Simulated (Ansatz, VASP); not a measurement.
**BN in VASP and in Ansatz**

POSCAR

```
BN
1.0
   -0.0321258931      1.7726995604      1.7726995604
    1.7726995604     -0.0321258931      1.7726995604
    1.7726995604      1.7726995604     -0.0321258931
B N
1 1
Direct
   -0.0003030590     -0.0003030590     -0.0003030590
    0.2503030590      0.2503030590      0.2503030590
```

The input INCAR.step1:

```
PREC     = Accurate       # precision mode
ENCUT    = 520            # plane-wave cutoff, eV
ISMEAR   = 0              # smearing method
SIGMA    = 0.01           # smearing width, eV
LREAL    = False          # projectors in reciprocal space
LASPH    = True           # aspherical terms in the spheres
NELM     = 80             # most SCF steps
NBANDS   = 11             # bands
GGA      = PE             # functional
ALGO     = Normal         # electronic algorithm
EDIFF    = 1E-4           # SCF threshold, eV
LWAVE    = True           # write WAVECAR
LCHARG   = False          # write CHGCAR
```

The input INCAR.step2:

```
PREC     = Accurate       # precision mode
ENCUT    = 520            # plane-wave cutoff, eV
EDIFF    = 1E-7           # SCF threshold, eV
ISMEAR   = 0              # smearing method
SIGMA    = 0.01           # smearing width, eV
LREAL    = False          # projectors in reciprocal space
LASPH    = True           # aspherical terms in the spheres
NELM     = 80             # most SCF steps
ALGO     = Normal         # electronic algorithm
ISIF     = 2              # what is computed and relaxed
LWAVE    = False          # write WAVECAR
LCHARG   = False          # write CHGCAR
METAGGA  = R2SCAN         # meta-GGA
LMIXTAU  = True         
NBANDS   = 11             # bands
ISTART   = 1
```

The input KPOINTS:

```
regular mesh
0
Gamma
  12 12 12
```

Input for Ansatz:

```yaml
crystal:
  lattice:
    - [-0.0321258931, 1.7726995604, 1.7726995604]
    - [1.7726995604, -0.0321258931, 1.7726995604]
    - [1.7726995604, 1.7726995604, -0.0321258931]
  atoms:
    - { symbol: B, position: [-0.000303059, -0.000303059, -0.000303059] }
    - { symbol: "N", position: [0.250303059, 0.250303059, 0.250303059] }
kpoints:
  mp_grid: { grid: [12, 12, 12] }
  band_path:
    path:
      - [0.0, 0.0, 0.0]
      - [-0.5, -0.5, 0.0]
      - [-0.375, -0.375, 0.25]
      - [-0.375, 0.0, 0.375]
      - [0.0, 0.0, 0.5]
      - [-0.5, -0.25, 0.25]
    npoints: 1
hamiltonian:
  xc: r2scan
scf:
  occupations: { method: fixed }
  n_extra_bands: 4
output:
  forces: true
  stress: true
  eigenvalues: true
```

Change from the starting cell: shear_111 strain -2.7%.

Alike in both runs: task single point; functional r2SCAN; k mesh 12 × 12 × 12; no spin polarisation.

|  | VASP | Ansatz |
| --- | --- | --- |
| version | VASP 6.6.1 | Ansatz 0.2.0 |
| potentials or method | VASP PAW PBE potentials, release 64 (B, N) | plane waves, PAW |
| plane-wave cutoff (eV) | 520 | 500 |
| occupations | gaussian, width 0.01 eV | fixed |
| valence electrons in the cell | 8 | 8 |

```csv
,VASP,Ansatz,Ansatz less VASP
gap on the k mesh at the Fermi level (eV),4.89,4.91,+0.023
pressure (GPa),12.7,11.5,-1.22
"traceless stress, the component that is largest in VASP (GPa)",9.09,9.04,-0.046
rms of the force components (eV/Å),0.004,0.000,-0.0037
```

VASP's potentials were made for PBE, not for r2SCAN. Atom by atom the forces differ by 0.004 eV/Å (rms over components).
